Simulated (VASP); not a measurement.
**AlP: elastic constants with r2SCAN**

AlP:

```
CELL_PARAMETERS angstrom
0.00000 2.62481 2.62481
2.62481 0.00000 2.62481
2.62481 2.62481 0.00000
ATOMIC_POSITIONS crystal
Al 0.00000 0.00000 0.00000
P 0.75000 0.75000 0.75000
```

* Program: VASP 6.6.1
* Task: elastic constants
* Functional: r2SCAN
* Potentials or basis: VASP PAW PBE potentials, release 64 (Al, P)
* Cutoff: 550 eV
* k mesh: 8 × 8 × 8
* Occupations: gaussian, width 0.01 eV
* Spin: no spin polarisation
* Dipole correction: no
* Ions in elastic constants: relaxed
* Further INCAR settings: ALGO = Normal; EDIFF = 1e-08; IBRION = 6; POTIM = 0.015; NSW = 1; ISIF = 3

```
Elastic constants C11, C12, C44                         : 172, 111, 69 GPa
Voigt bulk modulus                                      : 131 GPa
Highest phonon frequency at Γ, LO-TO splitting left out : 511 cm⁻¹
```

Phonon frequencies in cm⁻¹ (negative: imaginary):
```tsv
q point	frequencies
(0.000, 0.000, 0.000)	-1 -1 -1 511 511 511
```

Elastic tensor in Voigt notation (GPa, in the Cartesian axes of the cell as first typed):
```
172 111 111   0   0   0
111 172 111   0   0   0
111 111 172   0   0   0
  0   0   0  69   0   0
  0   0   0   0  69   0
  0   0   0   0   0  69
```

Clamped-ion elastic tensor (GPa):
```
172 111 111   0   0   0
111 172 111   0   0   0
111 111 172   0   0   0
  0   0   0 132   0   0
  0   0   0   0 132   0
  0   0   0   0   0 132
```

Wall time 13 min on 1 thread of Intel(R) Xeon(R) 6975P-C (Granite Rapids), with other jobs on the host, peak memory 0.25 GiB.

Caveat: the cell is under stress, which shifts elastic constants; the PAW data sets were made with another functional, which shifts forces and pressure a little.
